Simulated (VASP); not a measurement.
# BN (Fmm2) in VASP: relaxation of cell and atoms with PBEsol

Aim: the relaxation of cell and atoms of BN with PBEsol.

Program: VASP 6.6.1. These are calculated values, not measurements. Logs are shortened: lines on timing, memory, paths and dates and some standing lists are left out, and cuts for length are marked.

## 1. The cell of the first run

The structure is orthorhombic, space group Fmm2 (No. 42). The conventional cell has a = 2.508 Å, b = 6.679 Å, c = 4.338 Å, α = 90.00°, β = 90.00°, γ = 90.00°. Within 1.9 Å of B (site symmetry mm2) lie 3 N at 1.45 Å. N (site symmetry mm2) has 3 B at 1.45 Å within 1.9 Å.

## 2. Relaxation of cell and atoms, PBEsol

Contents of INCAR:

```
SYSTEM = BN
  ALGO = Normal
  EDIFF = 1E-7
  EDIFFG = -0.005
  ENCUT = 910
  GGA = PS
  GGA_COMPAT = .FALSE.
  IBRION = 2
  ISIF = 3
  ISMEAR = 0
  LASPH = .TRUE.
  LCHARG = .FALSE.
  LREAL = .FALSE.
  LWAVE = .FALSE.
  NELM = 120
  NELMIN = 4
  NSW = 70
  PREC = Accurate
  SIGMA = 0.02
```

Contents of KPOINTS:

```
k-points
0
G
  12 12 12
  0 0 0
```

Contents of POSCAR:

```
BN
1.0
    0.0000000000      3.3394821895      2.1688319106
    1.2538424675      0.0000000000      2.1688319106
    1.2538424675      3.3394821895      0.0000000000
B N
1 1
Direct
    0.0001068737      0.0001068737      0.9998931263
    0.6665931163      0.6665931163      0.3334068837
```

Potentials or basis: VASP PAW PBE potentials, release 64 (B_h, N_h).

Run with:

```bash
> cat potpaw_PBE.64/B_h/POTCAR potpaw_PBE.64/N_h/POTCAR > POTCAR
> mpirun -np 1 vasp_std > vasp.out
```

OUTCAR:

```text
SYSTEM = BN
   EDIFF = 1E-7
   EDIFFG = -0.005
   ENCUT = 910
   GGA = PS
   IBRION = 2
   ISIF = 3
   ISMEAR = 0
   LASPH = .TRUE.
   LREAL = .FALSE.
   NELM = 120
   NELMIN = 4
   NSW = 70
   PREC = Accurate

 ion  position               nearest neighbor table
   1  0.000  0.000  1.000-   2 1.45   2 1.45   2 1.45
   2  0.667  0.667  0.333-   1 1.45   1 1.45   1 1.45

  LATTYP: Found a face centered orthorhombic cell.
 ALAT       =     2.5076849350
 B/A-ratio  =     1.7297483271
 C/A-ratio  =     2.6633985338

  Lattice vectors:

 A1 = (   0.0000000000,   3.3394821895,   2.1688319106)
 A2 = (  -1.2538424675,   3.3394821895,   0.0000000000)
 A3 = (  -1.2538424675,   0.0000000000,   2.1688319106)

Analysis of symmetry for initial positions (statically):
=====================================================================
 Subroutine PRICEL returns:
 Original cell was already a primitive cell.

 Routine SETGRP: Setting up the symmetry group for a
 face centered orthorhombic supercell.

 Subroutine GETGRP returns: Found  4 space group operations
 (whereof  4 operations were pure point group operations)
 out of a pool of  8 trial point group operations.

The static configuration has the point symmetry C_2v.

Analysis of symmetry for dynamics (positions and initial velocities):
=====================================================================
 Subroutine PRICEL returns:
 Original cell was already a primitive cell.

 Routine SETGRP: Setting up the symmetry group for a
 face centered orthorhombic supercell.

 Subroutine GETGRP returns: Found  4 space group operations
 (whereof  4 operations were pure point group operations)
 out of a pool of  8 trial point group operations.

The dynamic configuration has the point symmetry C_2v.

 Subroutine INISYM returns: Found  4 space group operations
 (whereof  4 operations are pure point group operations),
 and found     1 'primitive' translations

----------------------------------------------------------------------------------------

                                     Primitive cell

  volume of cell :      18.1626

  direct lattice vectors                    reciprocal lattice vectors
     0.000000000  3.339482189  2.168831911    -0.398774179  0.149723811  0.230538843
     1.253842467  0.000000000  2.168831911     0.398774179 -0.149723811  0.230538843
     1.253842467  3.339482189  0.000000000     0.398774179  0.149723811 -0.230538843

  length of vectors
     3.981955945  2.505185181  3.567108385     0.484341020  0.484341020  0.484341020

  position of ions in fractional coordinates (direct lattice)
     0.000106874  0.000106874  0.999893126
     0.666593116  0.666593116  0.333406884

  ion indices of the primitive-cell ions
   primitive index   ion index
                 1           1
                 2           2

----------------------------------------------------------------------------------------

 KPOINTS: k-points

Automatic generation of k-mesh.
 Grid dimensions read from file:
 generate k-points for:   12   12   12

 Generating k-lattice:

  Cartesian coordinates                     Fractional coordinates (reciprocal lattice)
    -0.033231182  0.012476984  0.019211570     0.083333333  0.000000000 -0.000000000
     0.033231182 -0.012476984  0.019211570     0.000000000  0.083333333  0.000000000
     0.033231182  0.012476984 -0.019211570    -0.000000000 -0.000000000  0.083333333

  Length of vectors
     0.040361752  0.040361752  0.040361752

  Shift w.r.t. Gamma in fractional coordinates (k-lattice)
     0.000000000  0.000000000  0.000000000

 Subroutine IBZKPT returns following result:
 ===========================================

 Found    280 irreducible k-points:

 Following reciprocal coordinates:
            Coordinates               Weight
  0.000000  0.000000  0.000000      1.000000
  0.083333  0.000000  0.000000      8.000000
  0.166667 -0.000000  0.000000      8.000000
  0.250000  0.000000  0.000000      8.000000
  0.333333  0.000000  0.000000      8.000000
  0.416667  0.000000 -0.000000      8.000000
[... 16 lines left out ...]
  0.500000  0.166667  0.000000      8.000000
 -0.416667  0.166667  0.000000      8.000000
 [... further k-points ...]
   k-points           NKPTS =    280   k-points in BZ     NKDIM =    280   number of bands    NBANDS=      8
   number of dos      NEDOS =    301   number of ions     NIONS =      2
   total plane-waves  NPLWV =  40320
   dimension x,y,z NGX =    40 NGY =   28 NGZ =   36
   dimension x,y,z NGXF=    80 NGYF=   56 NGZF=   72
   ions per type =               1   1
   NGX,Y,Z   is equivalent  to a cutoff of  16.70, 18.58, 16.78 a.u.
   NGXF,Y,Z  is equivalent  to a cutoff of  33.40, 37.16, 33.56 a.u.
 SYSTEM =  BN
   PREC   = accura    normal or accurate (medium, high low for compatibility)
   ISTART =      0    job   : 0-new  1-cont  2-samecut
   ICHARG =      2    charge: 1-file 2-atom 10-const
   ISPIN  =      1    spin polarized calculation?
   LNONCOLLINEAR =      F non collinear calculations
   LSORBIT =      F    spin-orbit coupling
   LASPH  =      T    aspherical Exc in radial PAW
   ENCUT  =  910.0 eV  66.88 Ry    8.18 a.u.   9.79  6.16  8.77*2*pi/ulx,y,z
   NELM   =    120;   NELMIN=  4; NELMDL= -5     # of ELM steps
   EDIFF  = 0.1E-06   stopping-criterion for ELM
   LREAL  =      F    real-space projection
   EDIFFG = -.5E-02   stopping-criterion for IOM
   NSW    =     70    number of steps for IOM
   IBRION =      2    ionic relax: 0-MD 1-quasi-New 2-CG
   NFREE  =      1    steps in history (QN), initial steepest desc. (CG)
   ISIF   =      3    stress and relaxation
   ISYM   =      2    0-nonsym 1-usesym 2-fastsym
   POTIM  = 0.5000    time-step for ionic-motion
   TEBEG  =    0.0;   TEEND  =   0.0 temperature during run
   PSTRESS=    0.0 pullay stress
   NELECT =       8.0000    total number of electrons
   NUPDOWN=      -1.0000    fix difference up-down
   EMIN   =  10.00;   EMAX   =-10.00  energy-range for DOS
   EFERMI =   0.00;   METHOD = LEGACY
   ISMEAR =     0;   SIGMA  =   0.02  broadening in eV -4-tet -1-fermi 0-gaus
   EFERMI_NEDOS =   21; number of points for ismear=-14 and -15
   IALGO  =     38    algorithm
   IMIX   =      4    mixing-type and parameters
     AMIX     =   0.40;   BMIX     =  1.00
     AMIX_MAG =   1.60;   BMIX_MAG =  1.00
  volume/ion in A,a.u.               =       9.08        61.28
  Fermi-wavevector in a.u.,A,eV,Ry     =   1.245601  2.353844 21.109725  1.551521
  Thomas-Fermi vector in A             =   2.379816
   LORBIT       =      0    0 simple, 1 ext, 2 COOP (PROOUT), +10 PAW based schemes
   GGA     = PS    functional components
   LHFCALC =     F    Hartree Fock is set to
   AEXX    =    0.0000 exact exchange contribution
   IVDW    =     0    specifies the selected vdW correction
   LEPSILON=     F    determine dielectric tensor
   LRPA    =     F    only Hartree local field effects (RPA)
 conjugate gradient relaxation of ions
 non-spin polarized calculation
 Gauss-broadening in eV      SIGMA  =   0.02
  energy-cutoff  :      910.00
  volume of cell :       18.16
 maximum number of plane-waves:      1153
   NGX = 19   NGY = 13   NGZ = 17

--------------------------------------- Ionic step        1  -------------------------------------------

 number of electron       8.0000000 magnetization

 Free energy of the ion-electron system (eV)
  ---------------------------------------------------
  ext. energy  EPLUGINS =         0.00000000
  ---------------------------------------------------
  free energy    TOTEN  =       -18.30838316 eV

  energy without entropy =      -18.30838316  energy(sigma->0) =      -18.30838316

------------------------ aborting loop because EDIFF is reached ----------------------------------------

  FORCE on cell =-STRESS in cart. coord.  units (eV):
  Direction    XX          YY          ZZ          XY          YZ          ZX
  --------------------------------------------------------------------------------------
  -------------------------------------------------------------------------------------
  Total       -0.1079416      0.0757015     -0.1093317      0.0000000      0.0000000      0.0000000
  in kB       -9.5218530      6.6778532     -9.6444756      0.0000000      0.0000000      0.0000000
  external PRESSURE =      -4.1628252 kB  Pullay stress =       0.0000000 kB
[... 273 lines left out ...]
  energy  without entropy=      -18.3090743069  energy(sigma->0) =      -18.30907431

--------------------------------------- Ionic step        9  -------------------------------------------

 number of electron       8.0000000 magnetization

 Free energy of the ion-electron system (eV)
  ---------------------------------------------------
  ext. energy  EPLUGINS =         0.00000000
  ---------------------------------------------------
  free energy    TOTEN  =       -18.30932832 eV

  energy without entropy =      -18.30932832  energy(sigma->0) =      -18.30932832

 E-fermi :   3.2914     XC(G=0): -10.2001

 val. band max:        3.1602547146   @ k =   0.5000  -0.3333   0.1667
 cond. band min:       6.8073410571   @ k =   0.0000   0.5000   0.5000
 fundamental gap:      3.6470863425
 Fermi energy:         3.2913865809

 k-point     1 :       0.0000    0.0000    0.0000
  band No.  band energies     occupation
      1     -14.6881      2.00000
      2      -1.2334      2.00000
      3       1.7544      2.00000
      4       1.7554      2.00000
      5       7.9329      0.00000
      6      14.6041      0.00000
      7      14.6882      0.00000
      8      16.1365      0.00000
[... 243 lines left out ...]
 k-point    24 :      -0.4167    0.1667    0.0000
  band No.  band energies     occupation
      1     -11.2061      2.00000
      2      -5.5319      2.00000
      3      -2.4190      2.00000
      4       2.4972      2.00000
      5       7.8017      0.00000
      6      14.5571      0.00000
      7      16.4537      0.00000
      8      18.2527      0.00000

 [... further k-points ...]

------------------------ aborting loop because EDIFF is reached ----------------------------------------

  FORCE on cell =-STRESS in cart. coord.  units (eV):
  Direction    XX          YY          ZZ          XY          YZ          ZX
  --------------------------------------------------------------------------------------
  -------------------------------------------------------------------------------------
  Total       -0.0049935      0.0005530      0.0017691      0.0000000      0.0000000      0.0000000
  in kB       -0.4314712      0.0477850      0.1528608      0.0000000      0.0000000      0.0000000
  external PRESSURE =      -0.0769418 kB  Pullay stress =       0.0000000 kB
[... 17 lines left out ...]
  FREE ENERGIE OF THE ION-ELECTRON SYSTEM (eV)
  ---------------------------------------------------
  free  energy   TOTEN  =       -18.3093283173 eV

  energy  without entropy=      -18.3093283173  energy(sigma->0) =      -18.30932832

 reached required accuracy - stopping structural energy minimisation
```

It took 10 min on 1 thread of Intel Xeon Platinum 8375C at 2.90GHz (Ice Lake), shared host; peak memory 0.25 GiB.

What came out:

| Quantity | Value |
| --- | --- |
| Free energy | -18.3093 eV |
| Relaxed volume | 9.27 Å³/atom |
| Relaxed cell | a = 4.045 Å, b = 2.503 Å, c = 3.638 Å, α = 80.08°, β = 37.56°, γ = 62.37° |
| Space group after relaxing (to 0.1 Å) | Fmm2 (No. 42) |
| Energy gained by relaxing | 0.5 meV/atom |
| Ionic steps | 9 |
| Pressure after relaxing | 0.0 GPa |
| Band gap on the k mesh | 3.65 eV (least direct gap 4.49 eV) |

Forces on the atoms (eV/Å):
```
B    0.000  0.000 -0.003
N    0.000  0.000  0.003
```

The path:
```tsv
step	energy change (eV)	largest force (eV/Å)	pressure (GPa)	volume (Å³)
1	0.0000	0.0008	-0.42	18.16
2	0.0001	0.0024	1.48	18.10
3	-0.0001	0.0005	0.36	18.14
4	-0.0003	0.0004	0.33	18.17
5	-0.0006	0.0031	0.22	18.28
6	-0.0009	0.0086	0.00	18.49
7	-0.0009	0.0099	-0.05	18.54
8	-0.0007	0.1224	0.35	18.54
9	-0.0009	0.0030	-0.01	18.54
```

Final structure:
```yaml
crystal:
  lattice:
    - [0.00000, 3.41554, 2.16701]
    - [1.25260, 0.00000, 2.16701]
    - [1.25260, 3.41554, 0.00000]
  atoms:
    - { symbol: B, position: [0.00010, 0.00010, 0.99990] }
    - { symbol: N, position: [0.66660, 0.66660, 0.33340] }
```

Caveat: the cutoff is under 1.25 times the usual one of these potentials, so pressure, stress and relaxed cells hold a basis-set (Pulay) error; the PAW data sets were made with another functional, which shifts forces and pressure a little. A k mesh can miss the band edges.
